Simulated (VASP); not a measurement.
# H2CO in VASP: further runs

Runs on H2CO. Level: PBE+D3(BJ). Tasks: single point.

All numbers are computed with VASP 6.6.1; they aren't measurements. Logs are shortened: lines on timing, memory, paths and dates and some standing lists are left out, and cuts for length are marked.

## 1. The cell of the first run

The cell holds a disordered packing, 32 atoms: a = 7.601 Å, b = 7.601 Å, c = 7.601 Å, α = 90.00°, β = 90.00°, γ = 90.00°.

## 2. Single point, PBE+D3(BJ)

INCAR

```
SYSTEM = H2CO
  PREC = Accurate
  ENCUT = 1000
  EDIFF = 1E-6
  ISMEAR = -1
  SIGMA = 0.02
  LREAL = Auto
  LASPH = .True.
  NELM = 120
  ALGO = Normal
  ISIF = 2
  LWAVE = .False.
  LCHARG = .True.
  GGA = PE
  IVDW = 12
  LELF = .True.
  LVHAR = .True.
  NBANDS = 70
  GGA_COMPAT = .False.
```

KPOINTS

```
Automatic mesh
0
Gamma
  1 1 1
  0 0 0
```

POSCAR

```
H2CO
1.0
    7.6012920000      0.0000000000      0.0000000000
    0.0000000000      7.6012920000      0.0000000000
    0.0000000000      0.0000000000      7.6012920000
O C H
8 8 16
Direct
    0.9983697508      1.0337716272      1.0123805269
    0.0170497331      0.4515679703      0.3572813674
    0.7074586794      0.2951208821      0.6289588665
    0.5221875439      0.5900838963      0.1176378963
    0.1956377942      1.0903278022      0.6243806974
    0.5459203514      0.0050649284      1.0908540285
    0.2050440899      0.6634924694      0.6504683677
    0.7014991662      0.8029819141      0.6027922622
    0.9601394079      0.9632967659      0.8726016577
    0.0048412822      0.3486380999      0.2292768124
    0.6282484609      0.2745191212      0.4910612564
    0.5552477132      0.6336422808     -0.0330864806
    0.2575483220      0.9847536445      0.5213982044
    0.5266078451      0.1412259916      1.0140512955
    0.2558380865      0.5482620586      0.5545899302
    0.7857216905      0.8187950154      0.4679336092
    0.8924140791      1.0299170194      0.7693034289
    0.9777679900      0.8169006006      0.8667605454
   -0.0819860624      0.3700160446      0.1138885337
    0.0848408402      0.2225411154      0.2188575311
    0.5659169520      0.3753703976      0.4117984153
    0.6149744017      0.1405550530      0.4343340579
    0.6695177609      0.7177858711     -0.0640680558
    0.4837335548      0.5759678749     -0.1458436276
    0.1897177480      0.9302102853      0.3992084504
    0.3978534176      0.9403006752      0.5185171152
    0.4970470809      0.2637446371      1.0852497181
    0.5116893286      0.1470934152      0.8702467949
    0.3103551344      0.5627859053      0.4115616135
    0.2372359857      0.4053784541      0.5754416486
    0.7702243250      0.7313625105      0.3526242644
    0.8836787220      0.9378537228      0.4488447490
```

Potentials or basis: VASP PAW PBE potentials, release 64 (O_h, C_h, H_h).

Started as:

```console
cat potpaw_PBE.64/O_h/POTCAR potpaw_PBE.64/C_h/POTCAR potpaw_PBE.64/H_h/POTCAR > POTCAR
mpirun -np 1 vasp_gam > vasp.out
```

OUTCAR:

```text
SYSTEM = H2CO
   PREC = Accurate
   ENCUT = 1000
   EDIFF = 1E-6
   ISMEAR = -1
   LREAL = Auto
   LASPH = .True.
   NELM = 120
   ISIF = 2
   GGA = PE
   IVDW = 12
 IVDW          = 12

 ion  position               nearest neighbor table
   1  0.998  0.034  0.012-   9 1.22
   2  0.017  0.452  0.357-  10 1.25
   3  0.707  0.295  0.629-  11 1.22
   4  0.522  0.590  0.118-  12 1.22
   5  0.196  0.090  0.624-  13 1.22
   6  0.546  0.005  0.091-  14 1.20
   7  0.205  0.663  0.650-  15 1.20
   8  0.701  0.803  0.603-  16 1.21
   9  0.960  0.963  0.873-  17 1.07  18 1.12   1 1.22
  10  0.005  0.349  0.229-  19 1.11  20 1.14   2 1.25
  11  0.628  0.275  0.491-  21 1.08  22 1.11   3 1.22
  12  0.555  0.634  0.967-  23 1.10  24 1.11   4 1.22
  13  0.258  0.985  0.521-  26 1.12  25 1.14   5 1.22
  14  0.527  0.141  0.014-  28 1.10  27 1.10   6 1.20
  15  0.256  0.548  0.555-  30 1.11  29 1.17   7 1.20
  16  0.786  0.819  0.468-  31 1.11  32 1.18   8 1.21
  17  0.892  0.030  0.769-   9 1.07
  18  0.978  0.817  0.867-   9 1.12
  19  0.918  0.370  0.114-  10 1.11
  20  0.085  0.223  0.219-  10 1.14
  21  0.566  0.375  0.412-  11 1.08
  22  0.615  0.141  0.434-  11 1.11
[... 8 lines left out ...]
  31  0.770  0.731  0.353-  16 1.11
  32  0.884  0.938  0.449-  16 1.18

  LATTYP: Found a simple cubic cell.
 ALAT       =     7.6012920000

  Lattice vectors:

 A1 = (   7.6012920000,   0.0000000000,   0.0000000000)
 A2 = (   0.0000000000,   7.6012920000,   0.0000000000)
 A3 = (   0.0000000000,   0.0000000000,   7.6012920000)

Analysis of symmetry for initial positions (statically):
=====================================================================
 Subroutine PRICEL returns:
 Original cell was already a primitive cell.

 Routine SETGRP: Setting up the symmetry group for a
 simple cubic supercell.

 Subroutine GETGRP returns: Found  1 space group operations
 (whereof  1 operations were pure point group operations)
 out of a pool of 48 trial point group operations.

The static configuration has the point symmetry C_1 .

Analysis of symmetry for dynamics (positions and initial velocities):
=====================================================================
 Subroutine PRICEL returns:
 Original cell was already a primitive cell.

 Routine SETGRP: Setting up the symmetry group for a
 simple cubic supercell.

 Subroutine GETGRP returns: Found  1 space group operations
 (whereof  1 operations were pure point group operations)
 out of a pool of 48 trial point group operations.

The dynamic configuration has the point symmetry C_1 .

 Subroutine INISYM returns: Found  1 space group operations
 (whereof  1 operations are pure point group operations),
 and found     1 'primitive' translations

----------------------------------------------------------------------------------------

                                     Primitive cell

  volume of cell :     439.1999

  direct lattice vectors                    reciprocal lattice vectors
     7.601292000  0.000000000  0.000000000     0.131556583  0.000000000  0.000000000
     0.000000000  7.601292000  0.000000000     0.000000000  0.131556583  0.000000000
     0.000000000  0.000000000  7.601292000     0.000000000  0.000000000  0.131556583

  length of vectors
     7.601292000  7.601292000  7.601292000     0.131556583  0.131556583  0.131556583

  position of ions in fractional coordinates (direct lattice)
     0.998369751  0.033771627  0.012380527
     0.017049733  0.451567970  0.357281367
     0.707458679  0.295120882  0.628958866
     0.522187544  0.590083896  0.117637896
     0.195637794  0.090327802  0.624380697
     0.545920351  0.005064928  0.090854028
[... 24 lines left out ...]
     0.770224325  0.731362510  0.352624264
     0.883678722  0.937853723  0.448844749

  ion indices of the primitive-cell ions
   primitive index   ion index
                 1           1
                 2           2
                 3           3
                 4           4
                 5           5
                 6           6
[... 24 lines left out ...]
                31          31
                32          32

----------------------------------------------------------------------------------------

 KPOINTS: Automatic mesh

Automatic generation of k-mesh.
 Grid dimensions read from file:
 generate k-points for:    1    1    1

 Generating k-lattice:

  Cartesian coordinates                     Fractional coordinates (reciprocal lattice)
     0.131556583  0.000000000  0.000000000     1.000000000  0.000000000  0.000000000
     0.000000000  0.131556583  0.000000000     0.000000000  1.000000000  0.000000000
     0.000000000  0.000000000  0.131556583     0.000000000  0.000000000  1.000000000

  Length of vectors
     0.131556583  0.131556583  0.131556583

  Shift w.r.t. Gamma in fractional coordinates (k-lattice)
     0.000000000  0.000000000  0.000000000

 Subroutine IBZKPT returns following result:
 ===========================================

 Found      1 irreducible k-points:

 Following reciprocal coordinates:
            Coordinates               Weight
  0.000000  0.000000  0.000000      1.000000
   k-points           NKPTS =      1   k-points in BZ     NKDIM =      1   number of bands    NBANDS=     70
   number of dos      NEDOS =    301   number of ions     NIONS =     32
   total plane-waves  NPLWV = 512000
   dimension x,y,z NGX =    80 NGY =   80 NGZ =   80
   dimension x,y,z NGXF=   160 NGYF=  160 NGZF=  160
   ions per type =               8   8  16
   NGX,Y,Z   is equivalent  to a cutoff of  17.50, 17.50, 17.50 a.u.
   NGXF,Y,Z  is equivalent  to a cutoff of  34.99, 34.99, 34.99 a.u.
 SYSTEM =  H2CO
   PREC   = accura    normal or accurate (medium, high low for compatibility)
   ISTART =      0    job   : 0-new  1-cont  2-samecut
   ICHARG =      2    charge: 1-file 2-atom 10-const
   ISPIN  =      1    spin polarized calculation?
   LNONCOLLINEAR =      F non collinear calculations
   LSORBIT =      F    spin-orbit coupling
   LASPH  =      T    aspherical Exc in radial PAW
   ENCUT  = 1000.0 eV  73.50 Ry    8.57 a.u.  19.60 19.60 19.60*2*pi/ulx,y,z
   NELM   =    120;   NELMIN=  2; NELMDL= -5     # of ELM steps
   EDIFF  = 0.1E-05   stopping-criterion for ELM
   LREAL  =      T    real-space projection
   EDIFFG = 0.1E-04   stopping-criterion for IOM
   NSW    =      0    number of steps for IOM
   IBRION =     -1    ionic relax: 0-MD 1-quasi-New 2-CG
   NFREE  =      0    steps in history (QN), initial steepest desc. (CG)
   ISIF   =      2    stress and relaxation
   ISYM   =      2    0-nonsym 1-usesym 2-fastsym
   POTIM  = 0.5000    time-step for ionic-motion
   TEBEG  =    0.0;   TEEND  =   0.0 temperature during run
   PSTRESS=    0.0 pullay stress
   NELECT =      96.0000    total number of electrons
   NUPDOWN=      -1.0000    fix difference up-down
   EMIN   =  10.00;   EMAX   =-10.00  energy-range for DOS
   EFERMI =   0.00;   METHOD = LEGACY
   ISMEAR =    -1;   SIGMA  =   0.02  broadening in eV -4-tet -1-fermi 0-gaus
   EFERMI_NEDOS =   21; number of points for ismear=-14 and -15
   IALGO  =     38    algorithm
   IMIX   =      4    mixing-type and parameters
     AMIX     =   0.40;   BMIX     =  1.00
     AMIX_MAG =   1.60;   BMIX_MAG =  1.00
  volume/ion in A,a.u.               =      13.72        92.62
  Fermi-wavevector in a.u.,A,eV,Ry     =   0.986153  1.863560 13.231647  0.972499
  Thomas-Fermi vector in A             =   2.117513
   LORBIT       =      0    0 simple, 1 ext, 2 COOP (PROOUT), +10 PAW based schemes
   GGA     = PE    functional components
   LHFCALC =     F    Hartree Fock is set to
   AEXX    =    0.0000 exact exchange contribution
   IVDW    =    12    specifies the selected vdW correction
   LEPSILON=     F    determine dielectric tensor
   LRPA    =     F    only Hartree local field effects (RPA)
 non-spin polarized calculation
  energy-cutoff  :     1000.00
  volume of cell :      439.20
 maximum number of plane-waves:     15732
 NGX is ok and might be reduce to    80
   NGX = 39   NGY = 39   NGZ = 39

 number of electron      96.0000003 magnetization

 Free energy of the ion-electron system (eV)
  ---------------------------------------------------
  ext. energy  EPLUGINS =         0.00000000
  ---------------------------------------------------
  free energy    TOTEN  =      -178.46509288 eV

  energy without entropy =     -178.46509288  energy(sigma->0) =     -178.46509288

 E-fermi :  -1.9078     XC(G=0):  -6.4643

 val. band max:       -2.3862880890   @ k =   0.0000   0.0000   0.0000
 cond. band min:       0.0826661593   @ k =   0.0000   0.0000   0.0000
 fundamental gap:      2.4689542484
 Fermi energy:        -1.9077966341

 k-point     1 :       0.0000    0.0000    0.0000
  band No.  band energies     occupation
      1     -23.4662      2.00000
      2     -23.3619      2.00000
      3     -23.2472      2.00000
      4     -23.1780      2.00000
      5     -23.0435      2.00000
      6     -22.9919      2.00000
[... 52 lines left out ...]
     59       4.3807      0.00000
     60       4.4639      0.00000
 [bands above 60 left out]

------------------------ aborting loop because EDIFF is reached ----------------------------------------

 Edisp (eV)   -1.29801

 E8    (eV) :    -0.2986

  FORCE on cell =-STRESS in cart. coord.  units (eV):
  Direction    XX          YY          ZZ          XY          YZ          ZX
  --------------------------------------------------------------------------------------
  -------------------------------------------------------------------------------------
  Total      -0.69838    -0.53674    -4.02624    -1.11281    -2.89424     1.09657
  in kB      -2.54767    -1.95800   -14.68751    -4.05947   -10.55803     4.00024
  external pressure =       -6.40 kB  Pullay stress =        0.00 kB

 VOLUME and BASIS-vectors are now :
 -----------------------------------------------------------------------------
  energy-cutoff  :     1000.00
  volume of cell :      439.20
      direct lattice vectors                 reciprocal lattice vectors
     7.601292000  0.000000000  0.000000000     0.131556583  0.000000000  0.000000000
     0.000000000  7.601292000  0.000000000     0.000000000  0.131556583  0.000000000
     0.000000000  0.000000000  7.601292000     0.000000000  0.000000000  0.131556583

 POSITION                                       TOTAL-FORCE (eV/Angst)
 -----------------------------------------------------------------------------------
      7.58890      0.25671      0.09411         0.009032      0.187318     -0.588556
      0.12960      3.43250      2.71580        -0.629878     -1.517427     -2.456524
      5.37760      2.24330      4.78090        -0.498596      0.367353     -0.502137
      3.96930      4.48540      0.89420        -0.105039      0.040906     -0.042827
      1.48710      0.68661      4.74610         0.112575     -0.083712     -0.168349
      4.14970      0.03850      0.69061         0.516188     -1.197934      0.763705
[... 24 lines left out ...]
      5.85470      5.55930      2.68040        -0.014496     -0.180069      0.002966
      6.71710      7.12890      3.41180        -0.787599     -1.204620      0.216244
 -----------------------------------------------------------------------------------
    total drift:                                0.001562      0.004685      0.001799

  FREE ENERGIE OF THE ION-ELECTRON SYSTEM (eV)
  ---------------------------------------------------
  free  energy   TOTEN  =      -179.7630995474 eV

  energy  without entropy=     -179.7630995473  energy(sigma->0) =     -179.76309955
```

It took 2.3 min on 1 thread of AMD EPYC 7R43 (Zen 3), shared host; peak memory 0.87 GiB.

What came out:

```yaml
Free_energy: -179.7631 eV
Pressure: -0.6 GPa
Largest_force: 2.955 eV/Å
Band_gap_on_the_k_mesh: 2.47 eV
Dispersion_energy_per_atom: -0.041 eV
```

Forces in eV/Å, atoms in the order of the input:
```
O    0.009  0.187 -0.589
O   -0.630 -1.517 -2.457
O   -0.499  0.367 -0.502
O   -0.105  0.041 -0.043
O    0.113 -0.084 -0.168
O    0.516 -1.198  0.764
O    0.182  0.611  0.265
O    0.196 -0.114 -0.333
C    0.209 -1.232  2.294
C    0.986  0.653  1.891
C    0.691 -1.192  0.806
C    0.451 -0.567  0.391
C    0.417 -0.539 -1.157
C   -1.149  0.560 -0.486
C    0.055 -0.958 -2.357
C    0.531  1.384  0.019
H   -0.372  0.691 -1.067
H    0.097  0.296 -0.609
H   -0.189  0.247  0.161
H   -0.365  0.787  0.227
H   -0.213  1.063 -0.183
H   -0.010 -0.162 -0.103
H   -0.050  0.228 -0.111
H   -0.215  0.193 -0.157
H   -0.294  0.353  0.697
H   -0.085  0.173  0.564
H    0.260  0.617  0.230
H    0.310  0.046 -0.442
H   -0.109  0.706  1.297
H    0.064 -0.256  0.937
H   -0.014 -0.180  0.003
H   -0.788 -1.205  0.216
```

Caveat: the k points lie up to 0.83 Å⁻¹ apart; the atoms stand as in a frame of molecular dynamics.

(Part 1 of 2 ends here.)
